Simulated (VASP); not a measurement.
Crystal: Ni.

```
Ni
1.0
     0.00000    2.29622    2.29622
     2.29622    0.00000    2.29622
     2.29622    2.29622    0.00000
Ni
2
Direct
  0.50000 0.50000 0.50000
  0.75000 0.75000 0.75000
```

- Program: VASP 6.6.1
- Task: relaxation of cell and atoms
- Functional: PBE
- Potentials or basis: VASP PAW PBE potentials, release 64 (Ni_sv_GW)
- Cutoff: 590 eV
- k mesh: 6 × 6 × 6
- Occupations: gaussian, width 0.1 eV
- Spin: collinear spin, ferromagnetic start
- Starting moments: [0.82, 0.82] μB

At the start: pressure 57.7 GPa; volume 12.11 Å³/atom.

Q: How do energy, volume and symmetry change on relaxing?

A: Over 4 steps the energy falls by 560.2 meV/atom and the volume is 16.46 Å³/atom (+35.9 %); space group Fd-3m (No. 227, to 0.05 Å); moment 1.63 μB per cell.

The path:
```tsv
step	energy change (eV)	largest force (eV/Å)	pressure (GPa)	volume (Å³)
1	0.0000	0.0000	57.69	24.21
2	-0.5349	0.0000	-18.15	42.93
3	-1.1198	0.0000	-0.89	33.11
4	-1.1205	0.0000	-0.28	32.91
```

Final structure:
```yaml
crystal:
  lattice:
    - [0.00000, 2.54353, 2.54353]
    - [2.54353, 0.00000, 2.54353]
    - [2.54353, 2.54353, 0.00000]
  atoms:
    - { symbol: Ni, position: [0.50000, 0.50000, 0.50000] }
    - { symbol: Ni, position: [0.75000, 0.75000, 0.75000] }
```

Caveat: the k points lie up to 0.36 Å⁻¹ apart in the final cell; the volume moved by over 15 % at a fixed basis, so the end points are rough.
